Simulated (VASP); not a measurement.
# MoS2 (R-3m) in VASP: notebook

Runs on MoS2. Level: PBE. Tasks: single point.

Program: VASP 6.6.1. These are calculated values, not measurements. Logs are shortened: lines on timing, memory, paths and dates and some standing lists are left out, and cuts for length are marked.

### Step 1. The cell of the first run

The structure is trigonal, space group R-3m (No. 166). The conventional cell has a = 3.128 Å, b = 3.128 Å, c = 18.097 Å, α = 90.00°, β = 90.00°, γ = 120.00°. Within 3.2 Å of Mo (site symmetry -3m) lie 6 S at 2.35 Å and 6 Mo at 3.13 Å. S (site symmetry 3m) has 3 Mo at 2.35 Å and 6 S at 3.13 Å within 3.2 Å.

### Step 2. Single point, PBE (17.04 Å³/atom)

INCAR reads:

```
PREC = Accurate ; ENCUT = 520
EDIFF = 1E-6 ; ISMEAR = -1
SIGMA = 0.05 ; LREAL = False
LASPH = True ; NELM = 100
ALGO = Normal ; ISIF = 2
LWAVE = False ; LCHARG = False
GGA = PE ; NBANDS = 20
```

KPOINTS reads:

```
Automatic mesh
0
Gamma
  10 10 10
```

POSCAR reads:

```
MoS2
1.0
    1.5640716975      0.9030172156      6.0323514456
   -1.5640716975      0.9030172156      6.0323514456
    0.0000000000     -1.8060344312      6.0323514456
Mo S
1 2
Direct
    0.0000000000      0.0000000000      0.0000000000
    0.2500000000      0.2500000000      0.2500000000
    0.7500000000      0.7500000000      0.7500000000
```

Potentials or basis: VASP PAW PBE potentials, release 64 (Mo_sv, S).

Launch:

```sh
$ cat potpaw_PBE.64/Mo_sv/POTCAR potpaw_PBE.64/S/POTCAR > POTCAR
$ mpirun -np 1 vasp_std > vasp.out
```

OUTCAR:

```text
PREC = Accurate
   ENCUT = 520
   EDIFF = 1E-6
   ISMEAR = -1
   LREAL = False
   LASPH = True
   NELM = 100
   ISIF = 2
   GGA = PE

 ion  position               nearest neighbor table
   1  0.000  0.000  0.000-   3 2.35   3 2.35   2 2.35   2 2.35   3 2.35   2 2.35
   2  0.250  0.250  0.250-   1 2.35   1 2.35   1 2.35
   3  0.750  0.750  0.750-   1 2.35   1 2.35   1 2.35

  LATTYP: Found a trigonal (rhomboedric) cell.
 ALAT       =     6.2969059331
 COS(alpha) =     0.8766074614

  Lattice vectors:

 A1 = (   1.5640716975,   0.9030172156,   6.0323514456)
 A2 = (  -1.5640716975,   0.9030172156,   6.0323514456)
 A3 = (   0.0000000000,  -1.8060344312,   6.0323514456)

Analysis of symmetry for initial positions (statically):
=====================================================================
 Subroutine PRICEL returns:
 Original cell was already a primitive cell.

 Routine SETGRP: Setting up the symmetry group for a
 trigonal (rhombohedral) supercell.

 Subroutine GETGRP returns: Found 12 space group operations
 (whereof 12 operations were pure point group operations)
 out of a pool of 12 trial point group operations.

The static configuration has the point symmetry D_3d.

Analysis of symmetry for dynamics (positions and initial velocities):
=====================================================================
 Subroutine PRICEL returns:
 Original cell was already a primitive cell.

 Routine SETGRP: Setting up the symmetry group for a
 trigonal (rhombohedral) supercell.

 Subroutine GETGRP returns: Found 12 space group operations
 (whereof 12 operations were pure point group operations)
 out of a pool of 12 trial point group operations.

The dynamic configuration has the point symmetry D_3d.

 Subroutine INISYM returns: Found 12 space group operations
 (whereof 12 operations are pure point group operations),
 and found     1 'primitive' translations

----------------------------------------------------------------------------------------

                                     Primitive cell

  volume of cell :      51.1200

  direct lattice vectors                    reciprocal lattice vectors
     1.564071697  0.903017216  6.032351446     0.319678440  0.184566433  0.055257612
    -1.564071697  0.903017216  6.032351446    -0.319678440  0.184566433  0.055257612
[... 83 lines left out ...]
   LSORBIT =      F    spin-orbit coupling
   LASPH  =      T    aspherical Exc in radial PAW
   ENCUT  =  520.0 eV  38.22 Ry    6.18 a.u.  11.71 11.71 11.71*2*pi/ulx,y,z
   NELM   =    100;   NELMIN=  2; NELMDL= -5     # of ELM steps
   EDIFF  = 0.1E-05   stopping-criterion for ELM
   LREAL  =      F    real-space projection
   EDIFFG = 0.1E-04   stopping-criterion for IOM
   NSW    =      0    number of steps for IOM
   IBRION =     -1    ionic relax: 0-MD 1-quasi-New 2-CG
   NFREE  =      0    steps in history (QN), initial steepest desc. (CG)
   ISIF   =      2    stress and relaxation
   ISYM   =      2    0-nonsym 1-usesym 2-fastsym
   POTIM  = 0.5000    time-step for ionic-motion
   TEBEG  =    0.0;   TEEND  =   0.0 temperature during run
   PSTRESS=    0.0 pullay stress
   NELECT =      26.0000    total number of electrons
   NUPDOWN=      -1.0000    fix difference up-down
   EMIN   =  10.00;   EMAX   =-10.00  energy-range for DOS
   EFERMI =   0.00;   METHOD = LEGACY
   ISMEAR =    -1;   SIGMA  =   0.05  broadening in eV -4-tet -1-fermi 0-gaus
   EFERMI_NEDOS =   21; number of points for ismear=-14 and -15
   IALGO  =     38    algorithm
   IMIX   =      4    mixing-type and parameters
     AMIX     =   0.40;   BMIX     =  1.00
     AMIX_MAG =   1.60;   BMIX_MAG =  1.00
  volume/ion in A,a.u.               =      17.04       114.99
  Fermi-wavevector in a.u.,A,eV,Ry     =   1.306780  2.469456 23.234309  1.707674
  Thomas-Fermi vector in A             =   2.437559
   LORBIT       =      0    0 simple, 1 ext, 2 COOP (PROOUT), +10 PAW based schemes
   GGA     = PE    functional components
   LHFCALC =     F    Hartree Fock is set to
   AEXX    =    0.0000 exact exchange contribution
   IVDW    =     0    specifies the selected vdW correction
   LEPSILON=     F    determine dielectric tensor
   LRPA    =     F    only Hartree local field effects (RPA)
 non-spin polarized calculation
  energy-cutoff  :      520.00
  volume of cell :       51.12
 maximum number of plane-waves:      1391
   NGX = 23   NGY = 23   NGZ = 23

 number of electron      26.0000001 magnetization

 Free energy of the ion-electron system (eV)
  ---------------------------------------------------
  ext. energy  EPLUGINS =         0.00000000
  ---------------------------------------------------
  free energy    TOTEN  =       -20.80083815 eV

  energy without entropy =      -20.79508041  energy(sigma->0) =      -20.79795928

 E-fermi :   8.3761     XC(G=0): -11.0301

 val. band max:        8.3735111615   @ k =   0.1000   0.1000  -0.0000
 cond. band min:       8.3933193096   @ k =   0.5000   0.3000   0.1000
 fundamental gap:      0.0198081481
 Fermi energy:         8.3761259094

 k-point     1 :       0.0000    0.0000    0.0000
  band No.  band energies     occupation
      1     -53.4383      2.00000
      2     -27.5595      2.00000
      3     -27.4268      2.00000
      4     -27.4268      2.00000
      5      -7.1378      2.00000
      6      -5.3664      2.00000
[... 541 lines left out ...]
     19      15.7155      0.00000
     20      16.6847      0.00000

 [... further k-points ...]

------------------------ aborting loop because EDIFF is reached ----------------------------------------

  FORCE on cell =-STRESS in cart. coord.  units (eV):
  Direction    XX          YY          ZZ          XY          YZ          ZX
  --------------------------------------------------------------------------------------
  -------------------------------------------------------------------------------------
  Total        4.2458424      4.2458424      5.9913776      0.0000000     -0.0000000      0.0000000
  in kB      133.0711418    133.0711418    187.7788596      0.0000000     -0.0000000      0.0000000
  external PRESSURE =     151.3070477 kB  Pullay stress =       0.0000000 kB

 VOLUME and BASIS-vectors are now :
 -----------------------------------------------------------------------------
  energy-cutoff  :      520.00
  volume of cell :       51.12
      direct lattice vectors                 reciprocal lattice vectors
     1.564071697  0.903017216  6.032351446     0.319678440  0.184566433  0.055257612
    -1.564071697  0.903017216  6.032351446    -0.319678440  0.184566433  0.055257612
     0.000000000 -1.806034431  6.032351446     0.000000000 -0.369132867  0.055257612

 POSITION                                       TOTAL-FORCE (eV/Angst)
 -----------------------------------------------------------------------------------
      0.00000      0.00000      0.00000         0.000000     -0.000000      0.000000
      0.00000      0.00000      4.52426         0.000000      0.000000     -1.769623
      0.00000      0.00000     13.57279         0.000000     -0.000000      1.769623
 -----------------------------------------------------------------------------------
    total drift:                               -0.000000      0.000000      0.000000

  FREE ENERGIE OF THE ION-ELECTRON SYSTEM (eV)
  ---------------------------------------------------
  free  energy   TOTEN  =       -20.8008381512 eV

  energy  without entropy=      -20.7950804148  energy(sigma->0) =      -20.79795928
```

stdout:

```text
POSCAR found type information on POSCAR MoS
 POSCAR found :  2 types and       3 ions
 scaLAPACK will be used
 LDA part: xc-table for (Slater+PW92), standard interpolation
 POSCAR, INCAR and KPOINTS ok, starting setup
 FFT: planning ... GRIDC
 FFT: planning ... GRID_SOFT
 FFT: planning ... GRID
 WAVECAR not read
 entering main loop
```

It took 7.1 min on 1 thread of Intel Xeon 8259CL, shared host; peak memory 0.38 GiB.

Results:

| Quantity | Value |
| --- | --- |
| Free energy | -20.8008 eV |
| Pressure | 15.1 GPa |
| Largest force | 1.770 eV/Å |
| Band gap on the k mesh | zero (bands 13 and 14 overlap by 0.62 eV) |

Forces on the atoms (eV/Å):
```
Mo   0.000  0.000  0.000
S    0.000  0.000 -1.770
S    0.000  0.000  1.770
```

Stress tensor (GPa, compression positive):
```
13.31  0.00  0.00
 0.00 13.31  0.00
 0.00  0.00 18.78
```

Levels at points of the mesh, in eV from the Fermi level:
| k point | band 9 | band 10 | band 11 | band 12 | band 13 | band 14 | band 15 | band 16 | band 17 | band 18 |
| --- | --- | --- | --- | --- | --- | --- | --- | --- | --- | --- |
| (0.00, 0.00, 0.00) | -4.45 | -1.87 | -1.38 | -1.16 | -1.16 | -0.27 | -0.27 | 3.52 | 3.52 | 6.09 |
| (0.50, 0.00, 0.00) | -5.56 | -4.58 | -2.97 | -2.08 | -1.67 | 1.08 | 2.05 | 3.52 | 4.34 | 5.40 |
| (0.50, 0.50, 0.00) | -4.93 | -4.51 | -3.00 | -2.42 | -1.90 | 1.08 | 1.81 | 4.02 | 4.69 | 4.94 |
| (0.50, 0.50, 0.50) | -4.43 | -4.10 | -1.15 | -1.15 | -0.37 | -0.37 | -0.06 | 3.64 | 3.64 | 5.93 |

Caveat: the cell stands under pressure; forces of over 1 eV/Å act on the atoms, so gaps and moduli don't describe the material at rest.

### Step 3. Single point, PBE (17.39 Å³/atom)

This run uses another cell than the first one, of 17.39 Å³/atom.

INCAR reads:

```
SYSTEM = MoS2
  ALGO = Normal
  EDIFF = 1E-7
  ENCUT = 520
  GGA = PE
  ISIF = 2
  ISMEAR = -1
  LASPH = .True.
  LCHARG = .True.
  LELF = .True.
  LREAL = .False.
  LVHAR = .True.
  LWAVE = .False.
  NBANDS = 20
  NELM = 80
  PREC = Accurate
  SIGMA = 0.05
```

KPOINTS reads:

```
k-points
0
Gamma
  10 10 10
  0 0 0
```

POSCAR reads:

```
MoS2
1.0
    1.5748587398      0.9092451173      6.0739551840
   -1.5748587398      0.9092451173      6.0739551840
    0.0000000000     -1.8184902347      6.0739551840
Mo S
1 2
Direct
    0.0000000000      0.0000000000      0.0000000000
    0.2500000000      0.2500000000      0.2500000000
    0.7500000000      0.7500000000      0.7500000000
```

Potentials or basis: VASP PAW PBE potentials, release 64 (Mo_sv, S).

Launch:

```sh
$ cat potpaw_PBE.64/Mo_sv/POTCAR potpaw_PBE.64/S/POTCAR > POTCAR
$ mpirun -np 1 vasp_std > vasp.out
```

OUTCAR:

```text
SYSTEM = MoS2
   EDIFF = 1E-7
   ENCUT = 520
   GGA = PE
   ISIF = 2
   ISMEAR = -1
   LASPH = .True.
   LREAL = .False.
   NELM = 80
   PREC = Accurate

 ion  position               nearest neighbor table
   1  0.000  0.000  0.000-   3 2.37   2 2.37   3 2.37   3 2.37   2 2.37   2 2.37
   2  0.250  0.250  0.250-   1 2.37   1 2.37   1 2.37
   3  0.750  0.750  0.750-   1 2.37   1 2.37   1 2.37

  LATTYP: Found a trigonal (rhomboedric) cell.
 ALAT       =     6.3403342428
 COS(alpha) =     0.8766074614

  Lattice vectors:

[... 741 lines left out ...]

  FORCE on cell =-STRESS in cart. coord.  units (eV):
  Direction    XX          YY          ZZ          XY          YZ          ZX
  --------------------------------------------------------------------------------------
  -------------------------------------------------------------------------------------
  Total        3.1381775      3.1381775      4.7386436      0.0000000     -0.0000000      0.0000000
  in kB       96.3479912     96.3479912    145.4853326      0.0000000     -0.0000000      0.0000000
  external PRESSURE =     112.7271050 kB  Pullay stress =       0.0000000 kB

 VOLUME and BASIS-vectors are now :
 -----------------------------------------------------------------------------
  energy-cutoff  :      520.00
  volume of cell :       52.18
      direct lattice vectors                 reciprocal lattice vectors
     1.574858740  0.909245117  6.073955184     0.317488793  0.183302240  0.054879123
    -1.574858740  0.909245117  6.073955184    -0.317488793  0.183302240  0.054879123
     0.000000000 -1.818490235  6.073955184     0.000000000 -0.366604480  0.054879123

 POSITION                                       TOTAL-FORCE (eV/Angst)
 -----------------------------------------------------------------------------------
      0.00000      0.00000      0.00000         0.000000      0.000000      0.000000
      0.00000     -0.00000      4.55547         0.000000      0.000000     -1.367256
      0.00000     -0.00000     13.66640         0.000000     -0.000000      1.367256
 -----------------------------------------------------------------------------------
    total drift:                               -0.000000      0.000000      0.000000

  FREE ENERGIE OF THE ION-ELECTRON SYSTEM (eV)
  ---------------------------------------------------
  free  energy   TOTEN  =       -20.8888168026 eV

  energy  without entropy=      -20.8829826008  energy(sigma->0) =      -20.88589970
```

stdout:

```text
POSCAR found type information on POSCAR MoS
 POSCAR found :  2 types and       3 ions
 scaLAPACK will be used
 LDA part: xc-table for (Slater+PW92), standard interpolation
 POSCAR, INCAR and KPOINTS ok, starting setup
 FFT: planning ... GRIDC
 FFT: planning ... GRID_SOFT
 FFT: planning ... GRID
 WAVECAR not read
 entering main loop
```

Wall time 8.4 min (1 thread of Intel Xeon 8259CL, shared host); peak memory 0.38 GiB.

Results:

```
Free energy            : -20.8888 eV
Pressure               : 11.3 GPa
Largest force          : 1.367 eV/Å
Band gap on the k mesh : zero (bands 13 and 14 overlap by 0.64 eV)
```

Forces in eV/Å, atoms in the order of the input:
```
Mo   0.000  0.000  0.000
S    0.000  0.000 -1.367
S    0.000  0.000  1.367
```

Stress tensor (GPa, compression positive):
```
 9.63  0.00  0.00
 0.00  9.63  0.00
 0.00  0.00 14.55
```

Levels at points of the mesh, in eV from the Fermi level:
```tsv
k point	band 10	band 11	band 12	band 13	band 14	band 15	band 16	band 17
(0.00, 0.00, 0.00)	-1.85	-1.32	-1.11	-1.11	-0.28	-0.28	3.43	3.43
(0.50, 0.00, 0.00)	-4.48	-2.93	-2.03	-1.66	1.05	1.99	3.45	4.24
(0.50, 0.50, 0.00)	-4.41	-2.96	-2.35	-1.88	1.05	1.76	3.92	4.70
(0.50, 0.50, 0.50)	-4.01	-1.10	-1.10	-0.39	-0.39	-0.08	3.55	3.55
```

Caveat: the cell stands under pressure; forces of over 1 eV/Å act on the atoms, so gaps and moduli don't describe the material at rest.
